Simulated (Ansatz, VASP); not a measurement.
## One calculation of BN, two programs

File INCAR:

```
SYSTEM = BN
PREC = Accurate
ENCUT = 520
EDIFF = 1E-6
ISMEAR = 0
SIGMA = 0.01
LREAL = .FALSE.
LASPH = .TRUE.
NELM = 80
ALGO = Normal
ISIF = 2
LWAVE = .FALSE.
LCHARG = .FALSE.
GGA = PE
NBANDS = 11
```

Contents of KPOINTS:

```
Automatic mesh
0
G
  10 10 10
  0 0 0
```

Contents of POSCAR:

```
BN
1.0
    0.0000000000      1.7753526883      1.7753526883
    1.7753526883      0.0000000000      1.7753526883
    1.7753526883      1.7753526883      0.0000000000
B N
1 1
Direct
    0.0000000000      0.0000000000      0.0000000000
    0.2500000000      0.2500000000      0.2500000000
```

Input for Ansatz:

```yaml
crystal:
  lattice:
    - [0.0, 1.7753526883, 1.7753526883]
    - [1.7753526883, 0.0, 1.7753526883]
    - [1.7753526883, 1.7753526883, 0.0]
  atoms:
    - { symbol: B, position: [0.0, 0.0, 0.0] }
    - { symbol: "N", position: [0.25, 0.25, 0.25] }
kpoints:
  mp_grid: { grid: [10, 10, 10] }
hamiltonian:
  xc: pbe
scf:
  occupations: { method: fixed }
  n_extra_bands: 4
output:
  forces: true
  stress: true
  eigenvalues: true
```

Alike in both runs: task single point; functional PBE; k mesh 10 × 10 × 10; no spin polarisation.

```csv
,VASP,Ansatz
version,VASP 6.6.1,Ansatz 0.2.0
potentials or method,"VASP PAW PBE potentials, release 64 (B, N)","plane waves, PAW"
plane-wave cutoff (eV),520,420
occupations,"gaussian, width 0.01 eV",fixed
valence electrons in the cell,8,8
```

VASP gave:

| Item | Value |
| --- | --- |
| gap on the k mesh at the Fermi level (eV) | 4.51 |
| pressure (GPa) | 26.2 |

Q: Estimate Ansatz's values.

A: gap on the k mesh at the Fermi level (eV): 4.53; pressure (GPa): 25.7.
